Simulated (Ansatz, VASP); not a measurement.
## RbCl: VASP beside Ansatz

```
CELL_PARAMETERS angstrom
-0.01594 3.18057 3.18057
3.18057 -0.01594 3.18057
3.18057 3.18057 -0.01594
ATOMIC_POSITIONS crystal
Rb 0.00000 0.00000 0.00000
Cl 0.50000 0.50000 0.50000
```

Change from the starting cell: equal xy, yz and zx engineering shears of -0.5 %.

Alike in both runs: functional LDA; k mesh 6 × 6 × 6; no spin polarisation.

Ansatz relaxed the structure, and its values are those at the end. VASP's run is a single point on that final structure, the one shown.

```csv
,VASP,Ansatz
version,VASP 6.6.1,Ansatz 0.2.0
potentials or method,"VASP PAW LDA potentials, release 64 (Rb_sv, Cl), cutoff 500 eV","all-electron LAPW, scalar-relativistic"
occupations,"gaussian, width 0.01 eV",fixed
```

VASP gave:

```
gap on the k mesh at the Fermi level (eV) : 4.85
pressure (GPa)                            : 0.0
```

Task: Estimate Ansatz's values.

Result: gap on the k mesh at the Fermi level (eV): 4.84; pressure (GPa): 0.0.

LDA's correlation is that of Perdew and Zunger in VASP and of Perdew and Wang (1992) in Ansatz. Ansatz ran all-electron here, and VASP with PAW potentials.
